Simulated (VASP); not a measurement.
# Sr (Im-3m) in VASP: single point with PBE

Aim: the single point of Sr with PBE.

Program: VASP 6.6.1. These are calculated values, not measurements. Logs are shortened: lines on timing, memory, paths and dates and some standing lists are left out, and cuts for length are marked.

**1. The cell of the first run**

The structure is cubic, space group Im-3m (No. 229). Conventional cell: a = 4.850 Å, b = 4.850 Å, c = 4.850 Å, α = 90.00°, β = 90.00°, γ = 90.00°. Sr (site symmetry m-3m) has 14 Sr at 4.20 to 4.85 Å within 5.5 Å.

This isn't the form of Sr at room conditions, which is fcc.

**2. Single point, PBE**

File POSCAR:

```
Sr
1.0
   -2.4250000000      2.4250000000      2.4250000000
    2.4250000000     -2.4250000000      2.4250000000
    2.4250000000      2.4250000000     -2.4250000000
Sr
1
Direct
    0.0000000000      0.0000000000      0.0000000000
```

File INCAR.step1:

```
PREC     = Accurate       # precision mode
ENCUT    = 400            # plane-wave cutoff, eV
EDIFF    = 1E-6           # SCF threshold, eV
ISMEAR   = 0              # smearing method
SIGMA    = 0.1            # smearing width, eV
LREAL    = False          # projectors in reciprocal space
LASPH    = True           # aspherical terms in the spheres
NELM     = 120            # most SCF steps
ALGO     = Normal         # electronic algorithm
ISIF     = 2              # what is computed and relaxed
LWAVE    = False          # write WAVECAR
LCHARG   = True           # write CHGCAR
GGA      = PE             # functional
NBANDS   = 11             # bands
GGA_COMPAT= False        
NEDOS    = 2001           # points of the DOS
LORBIT   = 11             # projections on sites
```

File KPOINTS.step1:

```
regular mesh
0
Gamma
  4 4 4
```

File INCAR.step2:

```
PREC     = Accurate       # precision mode
ENCUT    = 400            # plane-wave cutoff, eV
EDIFF    = 1E-6           # SCF threshold, eV
ISMEAR   = -5             # smearing method
SIGMA    = 0.1            # smearing width, eV
LREAL    = False          # projectors in reciprocal space
LASPH    = True           # aspherical terms in the spheres
NELM     = 120            # most SCF steps
ALGO     = Normal         # electronic algorithm
ISIF     = 2              # what is computed and relaxed
LWAVE    = False          # write WAVECAR
LCHARG   = False          # write CHGCAR
GGA      = PE             # functional
LORBIT   = 11             # projections on sites
NBANDS   = 11             # bands
NEDOS    = 2001           # points of the DOS
ICHARG   = 11             # starting density
GGA_COMPAT= False
```

File KPOINTS.step2:

```
regular mesh
0
Gamma
  6 6 6
```

Potentials or basis: VASP PAW PBE potentials, release 64 (Sr_sv).

On the command line:

```bash
$ cat potpaw_PBE.64/Sr_sv/POTCAR > POTCAR
$ cp INCAR.step1 INCAR
$ cp KPOINTS.step1 KPOINTS
$ mpirun -np 1 vasp_std > vasp.out
$ cp INCAR.step2 INCAR
$ cp KPOINTS.step2 KPOINTS
$ mpirun -np 1 vasp_std > vasp.out
```

OUTCAR:

```text
PREC = Accurate
   ENCUT = 400
   EDIFF = 1E-6
   ISMEAR = -5
   LREAL = False
   LASPH = True
   NELM = 120
   ISIF = 2
   GGA = PE
   LORBIT = 11
   ICHARG = 11

 ion  position               nearest neighbor table
   1  0.000  0.000  0.000-

  LATTYP: Found a body centered cubic cell.
 ALAT       =     4.8500000000

  Lattice vectors:

 A1 = (  -2.4250000000,   2.4250000000,   2.4250000000)
 A2 = (   2.4250000000,  -2.4250000000,   2.4250000000)
 A3 = (   2.4250000000,   2.4250000000,  -2.4250000000)

Analysis of symmetry for initial positions (statically):
=====================================================================
 Subroutine PRICEL returns:
 Original cell was already a primitive cell.

 Routine SETGRP: Setting up the symmetry group for a
 body centered cubic supercell.

 Subroutine GETGRP returns: Found 48 space group operations
 (whereof 48 operations were pure point group operations)
 out of a pool of 48 trial point group operations.

The static configuration has the point symmetry O_h .

Analysis of symmetry for dynamics (positions and initial velocities):
=====================================================================
 Subroutine PRICEL returns:
 Original cell was already a primitive cell.

 Routine SETGRP: Setting up the symmetry group for a
 body centered cubic supercell.

 Subroutine GETGRP returns: Found 48 space group operations
 (whereof 48 operations were pure point group operations)
 out of a pool of 48 trial point group operations.

The dynamic configuration has the point symmetry O_h .

 Subroutine INISYM returns: Found 48 space group operations
 (whereof 48 operations are pure point group operations),
 and found     1 'primitive' translations

----------------------------------------------------------------------------------------

                                     Primitive cell

  volume of cell :      57.0421

  direct lattice vectors                    reciprocal lattice vectors
    -2.425000000  2.425000000  2.425000000     0.000000000  0.206185567  0.206185567
     2.425000000 -2.425000000  2.425000000     0.206185567  0.000000000  0.206185567
     2.425000000  2.425000000 -2.425000000     0.206185567  0.206185567  0.000000000

  length of vectors
     4.200223208  4.200223208  4.200223208     0.291590425  0.291590425  0.291590425

  position of ions in fractional coordinates (direct lattice)
     0.000000000  0.000000000  0.000000000

  ion indices of the primitive-cell ions
   primitive index   ion index
[... 75 lines left out ...]
   TEBEG  =    0.0;   TEEND  =   0.0 temperature during run
   PSTRESS=    0.0 pullay stress
   NELECT =      10.0000    total number of electrons
   NUPDOWN=      -1.0000    fix difference up-down
   EMIN   =  10.00;   EMAX   =-10.00  energy-range for DOS
   EFERMI =   0.00;   METHOD = LEGACY
   ISMEAR =    -5;   SIGMA  =   0.10  broadening in eV -4-tet -1-fermi 0-gaus
   EFERMI_NEDOS =   21; number of points for ismear=-14 and -15
   IALGO  =     38    algorithm
   IMIX   =      4    mixing-type and parameters
     AMIX     =   0.40;   BMIX     =  1.00
     AMIX_MAG =   1.60;   BMIX_MAG =  1.00
  volume/ion in A,a.u.               =      57.04       384.94
  Fermi-wavevector in a.u.,A,eV,Ry     =   0.916241  1.731445 11.422060  0.839498
  Thomas-Fermi vector in A             =   2.041074
   LORBIT       =     11    0 simple, 1 ext, 2 COOP (PROOUT), +10 PAW based schemes
   GGA     = PE    functional components
   LHFCALC =     F    Hartree Fock is set to
   AEXX    =    0.0000 exact exchange contribution
   IVDW    =     0    specifies the selected vdW correction
   LEPSILON=     F    determine dielectric tensor
   LRPA    =     F    only Hartree local field effects (RPA)
 non-spin polarized calculation
 Fermi weights with tetrahedron method with Bloechl corrections
  energy-cutoff  :      400.00
  volume of cell :       57.04
 maximum number of plane-waves:      1055

 number of electron      10.0000000 magnetization

 Free energy of the ion-electron system (eV)
  ---------------------------------------------------
  ext. energy  EPLUGINS =         0.00000000
  ---------------------------------------------------
  free energy    TOTEN  =        -1.61333600 eV

  energy without entropy =       -1.61333600  energy(sigma->0) =       -1.61333600

 E-fermi :   1.4630     XC(G=0):  -7.2356

 val. band max:        1.6792726227   @ k =   0.3333   0.3333   0.0000
 cond. band min:       1.4848387176   @ k =   0.5000   0.5000   0.3333
 fundamental gap:     -0.1944339051
 Fermi energy:         1.4630423248

 k-point     1 :       0.0000    0.0000    0.0000
  band No.  band energies     occupation
      1     -35.2130      2.00000
      2     -17.1043      2.00000
      3     -17.1043      2.00000
      4     -17.1043      2.00000
      5      -2.1208      2.00000
      6       3.8021      0.00000
      7       3.8021      0.00000
      8       3.8021      0.00000
      9       5.0727      0.00000
     10       5.0727      0.00000
     11       9.4039      0.00000
[... 197 lines left out ...]
 k-point    16 :       0.5000    0.5000    0.5000
  band No.  band energies     occupation
      1     -35.1903      2.00000
      2     -17.2294      2.00000
      3     -17.2294      2.00000
      4     -17.2294      2.00000
      5       1.3734      2.00000
      6       1.3734      1.50486
      7       4.9442      0.00000
      8       4.9442      0.00000
      9       4.9442      0.00000
     10       6.3274      0.00000
     11       6.3274      0.00000

------------------------ aborting loop because EDIFF is reached ----------------------------------------

  FORCE on cell =-STRESS in cart. coord.  units (eV):
  Direction    XX          YY          ZZ          XY          YZ          ZX
  --------------------------------------------------------------------------------------
  -------------------------------------------------------------------------------------
  Total       -0.2124763     -0.2124763     -0.2124763      0.0000000      0.0000000      0.0000000
  in kB       -5.9679587     -5.9679587     -5.9679587      0.0000000      0.0000000      0.0000000
  external PRESSURE =      -5.9679587 kB  Pullay stress =       0.0000000 kB

 VOLUME and BASIS-vectors are now :
 -----------------------------------------------------------------------------
  energy-cutoff  :      400.00
  volume of cell :       57.04
      direct lattice vectors                 reciprocal lattice vectors
    -2.425000000  2.425000000  2.425000000     0.000000000  0.206185567  0.206185567
     2.425000000 -2.425000000  2.425000000     0.206185567  0.000000000  0.206185567
     2.425000000  2.425000000 -2.425000000     0.206185567  0.206185567  0.000000000

 POSITION                                       TOTAL-FORCE (eV/Angst)
 -----------------------------------------------------------------------------------
      0.00000      0.00000      0.00000         0.000000     -0.000000      0.000000
 -----------------------------------------------------------------------------------
    total drift:                                0.000000     -0.000000     -0.000000

  FREE ENERGIE OF THE ION-ELECTRON SYSTEM (eV)
  ---------------------------------------------------
  free  energy   TOTEN  =        -1.6133360038 eV

  energy  without entropy=       -1.6133360038  energy(sigma->0) =       -1.61333600

 total charge

# of ion       s       p       d       tot
------------------------------------------
    1        2.064   5.702   0.134   7.899
```

OUTCAR.step1:

```text
PREC = Accurate
   ENCUT = 400
   EDIFF = 1E-6
   ISMEAR = 0
   LREAL = False
   LASPH = True
   NELM = 120
[... 311 lines left out ...]
      0.00000      0.00000      0.00000         0.000000     -0.000000      0.000000
 -----------------------------------------------------------------------------------
    total drift:                               -0.000000     -0.000000     -0.000000

  FREE ENERGIE OF THE ION-ELECTRON SYSTEM (eV)
  ---------------------------------------------------
  free  energy   TOTEN  =        -1.6273100049 eV

  energy  without entropy=       -1.6155791536  energy(sigma->0) =       -1.62144458

 total charge

# of ion       s       p       d       tot
------------------------------------------
    1        2.063   5.700   0.137   7.900
```

Run time: 15 s. Hardware: 1 thread of Intel Xeon 8259CL, shared host; peak memory 0.15 GiB.

What came out:

```
Valence electrons inside the program's atomic spheres : Sr 7.90
```

Levels at points of the mesh, in eV from the Fermi level:
```
           k point  band 3  band 4  band 5  band 6  band 7  band 8
(0.00, 0.00, 0.00)  -18.57  -18.57   -3.58    2.34    2.34    2.34
(0.50, 0.00, 0.00)  -18.63  -18.57   -0.98    0.18    1.22    3.42
(0.50, 0.50, 0.50)  -18.69  -18.69   -0.09   -0.09    3.48    3.48
```

Caveat: the k points lie up to 0.46 Å⁻¹ apart; tetrahedron occupations give inexact forces and stress in metals.
